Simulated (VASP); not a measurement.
# C (P6_3/mmc) in VASP: notebook

C is run at these levels: LDA; tasks: relaxation of cell and atoms.

Program: VASP 6.6.1. These are calculated values, not measurements. Logs are shortened: lines on timing, memory, paths and dates and some standing lists are left out, and cuts for length are marked.

## (1) The cell of the first run

Symmetry: P6_3/mmc, No. 194, hexagonal system. Conventional cell: a = 2.395 Å, b = 2.395 Å, c = 2.184 Å, α = 90.00°, β = 90.00°, γ = 120.00°. Within 2.3 Å of C (site symmetry -6m2) lie 8 C at 1.76 to 2.18 Å.

## (2) Relaxation of cell and atoms, LDA, target pressure 24 GPa, at which the enthalpy is minimised

INCAR reads:

```
SYSTEM = C
PREC     = Accurate       ! precision mode
ENCUT    = 600            ! plane-wave cutoff, eV
EDIFF    = 1E-7           ! SCF threshold, eV
ISMEAR   = -1             ! smearing method
SIGMA    = 0.1            ! smearing width, eV
LREAL    = .False.        ! projectors in reciprocal space
LASPH    = .True.         ! aspherical terms in the spheres
NELM     = 60             ! most SCF steps
ALGO     = Normal         ! electronic algorithm
ISIF     = 3              ! what is computed and relaxed
LWAVE    = .False.        ! write WAVECAR
LCHARG   = .False.        ! write CHGCAR
GGA      = CA             ! functional
IBRION   = 2              ! ionic algorithm
NSW      = 32             ! ionic steps
EDIFFG   = -0.005         ! ionic threshold
PSTRESS  = 240.0
```

KPOINTS reads:

```
regular mesh
0
Gamma
  22 22 12
  0 0 0
```

POSCAR reads:

```
C
1.0
    2.3954660592      0.0000000000      0.0000000000
   -1.1977330296      2.0745344612      0.0000000000
    0.0000000000      0.0000000000      2.1836234606
C
2
Direct
    0.3333333333      0.6666666667      0.2500000000
    0.6666666667      0.3333333333      0.7500000000
```

Potentials or basis: VASP PAW LDA potentials, release 64 (C).

Run with:

```
cat potpaw_LDA.64/C/POTCAR > POTCAR
mpirun -np 1 vasp_std > vasp.out
```

OUTCAR:

```text
SYSTEM = C
   PREC = Accurate
   ENCUT = 600
   EDIFF = 1E-7
   ISMEAR = -1
   LREAL = .False.
   LASPH = .True.
   NELM = 60
   ISIF = 3
   GGA = CA
   IBRION = 2
   NSW = 32
   EDIFFG = -0.005
   PSTRESS = 240.0

 ion  position               nearest neighbor table
   1  0.333  0.667  0.250-   2 1.76   2 1.76   2 1.76   2 1.76   2 1.76   2 1.76
   2  0.667  0.333  0.750-   1 1.76   1 1.76   1 1.76   1 1.76   1 1.76   1 1.76

  LATTYP: Found a hexagonal cell.
 ALAT       =     2.3954660592
 C/A-ratio  =     0.9115651847

  Lattice vectors:

 A1 = (   2.3954660592,   0.0000000000,   0.0000000000)
 A2 = (  -1.1977330296,   2.0745344612,   0.0000000000)
 A3 = (   0.0000000000,   0.0000000000,   2.1836234606)

Analysis of symmetry for initial positions (statically):
=====================================================================
 Subroutine PRICEL returns:
 Original cell was already a primitive cell.

 Routine SETGRP: Setting up the symmetry group for a
 hexagonal supercell.

 Subroutine GETGRP returns: Found 24 space group operations
 (whereof 12 operations were pure point group operations)
 out of a pool of 24 trial point group operations.

The static configuration has the point symmetry D_3d.
 The point group associated with its full space group is D_6h.

Analysis of symmetry for dynamics (positions and initial velocities):
=====================================================================
 Subroutine PRICEL returns:
 Original cell was already a primitive cell.

 Routine SETGRP: Setting up the symmetry group for a
 hexagonal supercell.

 Subroutine GETGRP returns: Found 24 space group operations
 (whereof 12 operations were pure point group operations)
 out of a pool of 24 trial point group operations.

The dynamic configuration has the point symmetry D_3d.
 The point group associated with its full space group is D_6h.

 Subroutine INISYM returns: Found 24 space group operations
 (whereof 12 operations are pure point group operations),
 and found     1 'primitive' translations

----------------------------------------------------------------------------------------

                                     Primitive cell

  volume of cell :      10.8515

  direct lattice vectors                    reciprocal lattice vectors
     2.395466059  0.000000000  0.000000000     0.417455299  0.241017929  0.000000000
    -1.197733030  2.074534461  0.000000000     0.000000000  0.482035859  0.000000000
     0.000000000  0.000000000  2.183623461     0.000000000  0.000000000  0.457954413

  length of vectors
     2.395466059  2.395466059  2.183623461     0.482035859  0.482035859  0.457954413

  position of ions in fractional coordinates (direct lattice)
     0.333333333  0.666666667  0.250000000
     0.666666667  0.333333333  0.750000000

  ion indices of the primitive-cell ions
   primitive index   ion index
                 1           1
                 2           2

----------------------------------------------------------------------------------------

 KPOINTS: regular mesh

Automatic generation of k-mesh.
 Grid dimensions read from file:
 generate k-points for:   22   22   12

 Generating k-lattice:

  Cartesian coordinates                     Fractional coordinates (reciprocal lattice)
     0.018975241  0.010955360  0.000000000     0.045454545 -0.000000000  0.000000000
     0.000000000  0.021910721  0.000000000     0.000000000  0.045454545  0.000000000
     0.000000000  0.000000000  0.038162868     0.000000000  0.000000000  0.083333333

  Length of vectors
     0.021910721  0.021910721  0.038162868

  Shift w.r.t. Gamma in fractional coordinates (k-lattice)
     0.000000000  0.000000000  0.000000000

 Subroutine IBZKPT returns following result:
 ===========================================

 Found    364 irreducible k-points:

 Following reciprocal coordinates:
            Coordinates               Weight
  0.000000  0.000000  0.000000      1.000000
  0.045455 -0.000000  0.000000      6.000000
  0.090909 -0.000000  0.000000      6.000000
  0.136364  0.000000  0.000000      6.000000
  0.181818  0.000000  0.000000      6.000000
  0.227273  0.000000  0.000000      6.000000
[... 16 lines left out ...]
  0.090909  0.090909  0.000000      6.000000
  0.136364  0.090909  0.000000     12.000000
 [... further k-points ...]
   k-points           NKPTS =    364   k-points in BZ     NKDIM =    364   number of bands    NBANDS=      8
   number of dos      NEDOS =    301   number of ions     NIONS =      2
   total plane-waves  NPLWV =   7200
   dimension x,y,z NGX =    20 NGY =   20 NGZ =   18
   dimension x,y,z NGXF=    40 NGYF=   40 NGZF=   36
   ions per type =               2
   NGX,Y,Z   is equivalent  to a cutoff of  13.88, 13.88, 13.70 a.u.
   NGXF,Y,Z  is equivalent  to a cutoff of  27.76, 27.76, 27.41 a.u.
 SYSTEM =  C
   PREC   = accura    normal or accurate (medium, high low for compatibility)
   ISTART =      0    job   : 0-new  1-cont  2-samecut
[... 4 lines left out ...]
   LASPH  =      T    aspherical Exc in radial PAW
   ENCUT  =  600.0 eV  44.10 Ry    6.64 a.u.   4.78  4.78  4.36*2*pi/ulx,y,z
   NELM   =     60;   NELMIN=  2; NELMDL= -5     # of ELM steps
   EDIFF  = 0.1E-06   stopping-criterion for ELM
   LREAL  =      F    real-space projection
   EDIFFG = -.5E-02   stopping-criterion for IOM
   NSW    =     32    number of steps for IOM
   IBRION =      2    ionic relax: 0-MD 1-quasi-New 2-CG
   NFREE  =      1    steps in history (QN), initial steepest desc. (CG)
   ISIF   =      3    stress and relaxation
   ISYM   =      2    0-nonsym 1-usesym 2-fastsym
   POTIM  = 0.5000    time-step for ionic-motion
   TEBEG  =    0.0;   TEEND  =   0.0 temperature during run
   PSTRESS=  240.0 pullay stress
   NELECT =       8.0000    total number of electrons
   NUPDOWN=      -1.0000    fix difference up-down
   EMIN   =  10.00;   EMAX   =-10.00  energy-range for DOS
   EFERMI =   0.00;   METHOD = LEGACY
   ISMEAR =    -1;   SIGMA  =   0.10  broadening in eV -4-tet -1-fermi 0-gaus
   EFERMI_NEDOS =   21; number of points for ismear=-14 and -15
   IALGO  =     38    algorithm
   IMIX   =      4    mixing-type and parameters
     AMIX     =   0.40;   BMIX     =  1.00
     AMIX_MAG =   1.60;   BMIX_MAG =  1.00
  volume/ion in A,a.u.               =       5.43        36.61
  Fermi-wavevector in a.u.,A,eV,Ry     =   1.478911  2.794736 29.758357  2.187178
  Thomas-Fermi vector in A             =   2.593134
   LORBIT       =      0    0 simple, 1 ext, 2 COOP (PROOUT), +10 PAW based schemes
   GGA     = CA    functional components
   LHFCALC =     F    Hartree Fock is set to
   AEXX    =    0.0000 exact exchange contribution
   IVDW    =     0    specifies the selected vdW correction
   LEPSILON=     F    determine dielectric tensor
   LRPA    =     F    only Hartree local field effects (RPA)
 conjugate gradient relaxation of ions
 non-spin polarized calculation
  energy-cutoff  :      600.00
  volume of cell :       10.85
 maximum number of plane-waves:       381
 NGX is ok and might be reduce to    20

--------------------------------------- Ionic step        1  -------------------------------------------

 number of electron       8.0000000 magnetization

 Free energy of the ion-electron system (eV)
  ---------------------------------------------------
  ext. energy  EPLUGINS =         0.00000000
  ---------------------------------------------------
  free energy    TOTEN  =       -13.84033260 eV

  energy without entropy =      -13.82366836  energy(sigma->0) =      -13.83200048

------------------------ aborting loop because EDIFF is reached ----------------------------------------

  FORCE on cell =-STRESS in cart. coord.  units (eV):
  Direction    XX          YY          ZZ          XY          YZ          ZX
  --------------------------------------------------------------------------------------
  -------------------------------------------------------------------------------------
  Total        1.6637042      1.6637042      1.6680973      0.0000000      0.0000000      0.0000000
  in kB      245.6395347    245.6395347    246.2881668      0.0000000      0.0000000      0.0000000
  external PRESSURE =       5.8557454 kB  Pullay stress =     240.0000000 kB
[... 61 lines left out ...]
  enthalpy is  TOTEN    =       -12.2148238991 eV   P V=        1.6301775791

--------------------------------------- Ionic step        3  -------------------------------------------

 number of electron       8.0000000 magnetization

 Free energy of the ion-electron system (eV)
  ---------------------------------------------------
  ext. energy  EPLUGINS =         0.00000000
  ---------------------------------------------------
  free energy    TOTEN  =       -13.84268589 eV

  energy without entropy =      -13.82600008  energy(sigma->0) =      -13.83434298

 E-fermi :  11.1734     XC(G=0): -14.0565

 val. band max:       11.1489347528   @ k =   0.0909  -0.0000   0.2500
 cond. band min:      11.1795013062   @ k =   0.3636   0.2273   0.2500
 fundamental gap:      0.0305665534
 Fermi energy:        11.1734195300

 k-point     1 :       0.0000    0.0000    0.0000
  band No.  band energies     occupation
      1     -11.1741      2.00000
      2       8.9899      2.00000
      3      10.1949      1.99989
      4      10.1949      1.99989
      5      17.5625      0.00000
      6      17.5625      0.00000
      7      18.5072      0.00000
      8      24.6018      0.00000
[... 243 lines left out ...]
 k-point    24 :       0.1364    0.0909    0.0000
  band No.  band energies     occupation
      1     -10.0705      2.00000
      2       6.0184      2.00000
      3       7.7945      2.00000
      4       9.9748      1.99999
      5      17.9167      0.00000
      6      18.9452      0.00000
      7      20.1310      0.00000
      8      22.8628      0.00000

 [... further k-points ...]

------------------------ aborting loop because EDIFF is reached ----------------------------------------

  FORCE on cell =-STRESS in cart. coord.  units (eV):
  Direction    XX          YY          ZZ          XY          YZ          ZX
  --------------------------------------------------------------------------------------
  -------------------------------------------------------------------------------------
  Total        1.6296438      1.6296438      1.6245965      0.0000000      0.0000000      0.0000000
  in kB      240.2670125    240.2670125    239.5228601      0.0000000      0.0000000      0.0000000
  external PRESSURE =       0.0189617 kB  Pullay stress =     240.0000000 kB
[... 17 lines left out ...]
  FREE ENERGIE OF THE ION-ELECTRON SYSTEM (eV)
  ---------------------------------------------------
  free  energy   TOTEN  =       -13.8426858866 eV

  energy  without entropy=      -13.8260000810  energy(sigma->0) =      -13.83434298

  enthalpy is  TOTEN    =       -12.2148530856 eV   P V=        1.6278328010

 reached required accuracy - stopping structural energy minimisation
```

It took 64 s on 1 thread of Intel Xeon 8259CL, shared host; peak memory 0.13 GiB.

What came out:

* Free energy: -13.8427 eV
* Relaxed volume: 5.43 Å³/atom
* Relaxed cell: a = 2.397 Å, b = 2.397 Å, c = 2.185 Å, α = 90.00°, β = 90.00°, γ = 120.00°
* Space group after relaxing (to 0.1 Å): P6_3/mmc (No. 194)
* Energy change on relaxing (the run minimises the enthalpy): -1.2 meV/atom
* Ionic steps: 3
* Pressure after relaxing: 24.0 GPa
* Band gap on the k mesh: zero (bands 4 and 5 overlap by 8.93 eV)

The path:
| step | energy change (eV) | largest force (eV/Å) | pressure (GPa) | volume (Å³) |
| --- | --- | --- | --- | --- |
| 1 | 0.0000 | 0.0000 | 24.59 | 10.85 |
| 2 | -0.0047 | 0.0000 | 23.40 | 10.88 |
| 3 | -0.0024 | 0.0000 | 24.00 | 10.87 |

Final structure:
```xyz
2
Lattice="2.3966 0.0000 0.0000 -1.1983 2.0755 0.0000 0.0000 0.0000 2.1847" Properties=species:S:1:pos:R:3 pbc="T T T"
C     0.0000    1.3837    0.5462
C     1.1983    0.6918    1.6386
```

Caveat: the cell is relaxed towards a set pressure, so the run minimises the enthalpy, not the energy.

## (3) Relaxation of cell and atoms, LDA, target pressure 24 GPa, at which the enthalpy is minimised

This run uses another cell than the first one: it holds 4 atoms, not 2.

INCAR reads:

```
SYSTEM = C
ALGO = Normal
EDIFF = 1E-6
EDIFFG = -0.005
ENCUT = 600
GGA = CA
IBRION = 2
ISIF = 3
ISMEAR = -1
LASPH = .TRUE.
LCHARG = .FALSE.
LREAL = .FALSE.
LWAVE = .FALSE.
NELM = 80
NSW = 60
PREC = Accurate
PSTRESS = 240.0
SIGMA = 0.1
```

KPOINTS reads:

```
k-points
0
G
  15 15 5
  0 0 0
```

POSCAR reads:

```
C
1.0
    2.4419332946      0.0000000000      0.0000000000
   -1.2209666473      2.1147762675      0.0000000000
    0.0000000000      0.0000000000      6.5932198955
C
4
Direct
    0.0000000000      0.0000000000      0.2500000000
    0.0000000000      0.0000000000      0.7500000000
    0.3333333333      0.6666666667      0.2500000000
    0.6666666667      0.3333333333      0.7500000000
```

Potentials or basis: VASP PAW LDA potentials, release 64 (C).

Run with:

```
cat potpaw_LDA.64/C/POTCAR > POTCAR
mpirun -np 1 vasp_std > vasp.out
```

It took 7.3 min on 1 thread of Intel Xeon 8259CL, shared host; peak memory 0.16 GiB.

Results (log left out):

```
Free energy                                                : -40.0933 eV
Relaxed volume                                             : 6.74 Å³/atom
Relaxed cell                                               : a = 2.410 Å, b = 2.410 Å, c = 5.361 Å, α = 90.00°, β = 90.00°, γ = 120.00°
Space group after relaxing (to 0.1 Å)                      : P6_3/mmc (No. 194)
Energy change on relaxing (the run minimises the enthalpy) : +91.4 meV/atom
Ionic steps                                                : 19
Pressure after relaxing                                    : 24.0 GPa
Band gap on the k mesh                                     : zero (bands 8 and 9 overlap by 0.29 eV)
```

Step by step:
```csv
step,energy change (eV),largest force (eV/Å),pressure (GPa),volume (Å³)
1,0.0000,0.0000,1.49,34.05
2,1.0673,0.0000,71.03,28.49
3,0.1701,0.0000,24.21,31.74
4,0.1712,0.0000,23.84,29.59
5,0.2878,0.0000,25.23,27.62
6,1.3697,0.0000,40.48,23.61
7,0.3490,0.0000,26.03,27.10
8,0.3885,0.0000,26.57,26.82
9,0.3738,0.0000,26.36,26.92
10,0.2936,0.0000,16.14,27.53
11,0.3514,0.0000,23.90,27.06
12,0.3584,0.0000,23.94,27.01
13,0.3614,0.0000,23.91,26.99
14,0.3676,0.0000,23.92,26.95
15,0.3637,0.0000,23.85,26.98
16,0.3649,0.0000,23.89,26.97
17,0.3643,0.0000,23.87,26.97
18,0.3689,0.0000,24.36,26.94
19,0.3655,0.0000,24.00,26.96
```

Final structure:
```
CELL_PARAMETERS angstrom
2.40989 0.00000 0.00000
-1.20495 2.08703 0.00000
0.00000 0.00000 5.36110
ATOMIC_POSITIONS crystal
C 0.00000 0.00000 0.25000
C 0.00000 0.00000 0.75000
C 0.33333 0.66667 0.25000
C 0.66667 0.33333 0.75000
```

Levels at points of the mesh, in eV from the Fermi level:
```csv
k point,band 5,band 6,band 7,band 8,band 9,band 10,band 11,band 12
"(0.00, 0.00, 0.00)",-2.86,-2.86,-2.73,-2.73,7.03,8.77,8.77,9.05
```

Caveat: the cell is relaxed towards a set pressure, so the run minimises the enthalpy, not the energy; the volume moved by over 15 % at a fixed basis, so the end points are rough.

## (4) Relaxation of cell and atoms, LDA, target pressure 24 GPa, at which the enthalpy is minimised

This run uses another cell than the first one, of 6.14 Å³/atom.

INCAR reads:

```
SYSTEM = C
PREC = Accurate ; ENCUT = 600
EDIFF = 1E-7 ; ISMEAR = -1
SIGMA = 0.1 ; LREAL = .False.
LASPH = .True. ; NELM = 60
ALGO = Normal ; ISIF = 3
LWAVE = .False. ; LCHARG = .False.
GGA = CA ; IBRION = 2
NSW = 60 ; EDIFFG = -0.005
PSTRESS = 240.0
```

KPOINTS reads:

```
Automatic mesh
0
Gamma
  22 22 12
  0 0 0
```

POSCAR reads:

```
C
1.0
    2.0611700301      0.0000000000      0.0000000000
   -1.0305850151      1.7850256076      0.0000000000
    0.0000000000      0.0000000000      3.3390954488
C
2
Direct
    0.3333333333      0.6666666667      0.2500000000
    0.6666666667      0.3333333333      0.7500000000
```

Run with:

```
cat potpaw_LDA.64/C/POTCAR > POTCAR
mpirun -np 1 vasp_std > vasp.out
```

It took 6.5 min on 1 thread of Intel Xeon 8259CL, shared host; peak memory 0.15 GiB.

Results (log left out):

* Free energy: -13.8429 eV
* Relaxed volume: 5.43 Å³/atom
* Relaxed cell: a = 2.396 Å, b = 2.396 Å, c = 2.186 Å, α = 90.00°, β = 90.00°, γ = 120.00°
* Space group after relaxing (to 0.1 Å): P6_3/mmc (No. 194)
* Energy change on relaxing (the run minimises the enthalpy): -1305.5 meV/atom
* Ionic steps: 30
* Pressure after relaxing: 24.0 GPa
* Band gap on the k mesh: zero (bands 4 and 5 overlap by 8.94 eV)

The path:
| step | energy change (eV) | largest force (eV/Å) | pressure (GPa) | volume (Å³) |
| --- | --- | --- | --- | --- |
| 1 | 0.0000 | 0.0000 | 10.48 | 12.29 |
| 2 | 0.1067 | 0.0000 | 28.88 | 11.39 |
| 3 | 0.0736 | 0.0000 | 24.16 | 11.59 |
| 4 | 0.0730 | 0.0000 | 24.26 | 11.58 |
| 5 | 0.0715 | 0.0000 | 24.91 | 11.56 |
| 6 | 0.0668 | 0.0000 | 27.12 | 11.51 |
| 7 | -0.0232 | 0.0000 | 31.49 | 11.38 |
| 8 | -1.2125 | 0.0000 | 19.47 | 10.98 |
| 9 | -1.8586 | 0.0000 | 97.77 | 9.57 |
| 10 | -2.4262 | 0.0000 | 55.44 | 10.14 |
| 11 | -2.4143 | 0.0000 | 58.71 | 10.09 |
| 12 | -2.4144 | 0.0000 | 58.72 | 10.09 |
| 13 | -2.4147 | 0.0000 | 58.78 | 10.09 |
| 14 | -2.4150 | 0.0000 | 58.90 | 10.09 |
| 15 | -2.4155 | 0.0000 | 58.86 | 10.09 |
| 16 | -2.4170 | 0.0000 | 58.63 | 10.10 |
| 17 | -2.4198 | 0.0000 | 58.21 | 10.10 |
| 18 | -2.4255 | 0.0000 | 57.38 | 10.12 |
| 19 | -2.4367 | 0.0000 | 55.74 | 10.15 |
| 20 | -2.4581 | 0.0000 | 52.51 | 10.21 |
| 21 | -2.4974 | 0.0000 | 46.28 | 10.34 |
| 22 | -2.5624 | 0.0000 | 34.66 | 10.60 |
| 23 | -2.6425 | 0.0000 | 14.54 | 11.13 |
| 24 | -2.6119 | 0.0000 | 23.73 | 10.87 |
| 25 | -2.6095 | 0.0000 | 24.34 | 10.86 |
| 26 | -2.6095 | 0.0000 | 24.35 | 10.86 |
| 27 | -2.6095 | 0.0000 | 24.35 | 10.86 |
| 28 | -2.6095 | 0.0000 | 24.36 | 10.86 |
| 29 | -2.6099 | 0.0000 | 24.27 | 10.86 |
| 30 | -2.6109 | 0.0000 | 24.01 | 10.87 |

Final structure:
```yaml
crystal:
  lattice:
    - [2.39594, 0.00000, 0.00000]
    - [-1.19797, 2.07495, 0.00000]
    - [0.00000, 0.00000, 2.18564]
  atoms:
    - { symbol: C, position: [0.33333, 0.66667, 0.25000] }
    - { symbol: C, position: [0.66667, 0.33333, 0.75000] }
```

Levels at points of the mesh, in eV from the Fermi level:
```tsv
k point	band 1	band 2	band 3	band 4	band 5	band 6	band 7	band 8
(0.00, 0.00, 0.00)	-22.34	-2.20	-0.96	-0.96	6.41	6.41	7.33	13.43
(0.50, 0.00, 0.00)	-16.17	-14.50	-4.95	2.23	4.55	6.53	10.49	12.19
(0.00, 0.00, 0.50)	-16.04	-16.04	4.02	4.02	4.02	4.02	10.08	10.08
(0.50, 0.00, 0.50)	-10.88	-10.88	-7.08	-7.08	1.54	1.54	8.71	8.71
```

Caveat: the cell is relaxed towards a set pressure, so the run minimises the enthalpy, not the energy; a cell axis changed by over 15 % at a fixed basis, so the end point is rough.

## (5) The runs side by side

| cell | k mesh | gap on the mesh (eV) | pressure (GPa) |
| --- | --- | --- | --- |
| relaxed to 24 GPa from a = 2.395, b = 2.395, c = 2.184 Å, angles 90.0, 90.0, 120.0°, 2 atoms, atomic positions A | 22 × 22 × 12 | none | 24.0 |
| relaxed to 24 GPa from a = 2.442, b = 2.442, c = 6.593 Å, angles 90.0, 90.0, 120.0°, 4 atoms, atomic positions B | 15 × 15 × 5 | none | 24.0 |
| relaxed to 24 GPa from a = 2.061, b = 2.061, c = 3.339 Å, angles 90.0, 90.0, 120.0°, 2 atoms, atomic positions A | 22 × 22 × 12 | none | 24.0 |

Alike in all rows: task relaxation of cell and atoms; level LDA; potentials or basis VASP PAW LDA potentials, release 64 (C); no spin polarisation; cutoff (eV) 600; smearing fermi-dirac 0.1 eV.

Caveats: the cell is relaxed towards a set pressure, so the run minimises the enthalpy, not the energy; the volume moved by over 15 % at a fixed basis, so the end points are rough (at least some runs); a cell axis changed by over 15 % at a fixed basis, so the end point is rough (at least some runs).

Absolute energies hang on the potentials; compare differences alone.

The gap in the log of VASP goes by the Fermi energy; the results here count the filled bands.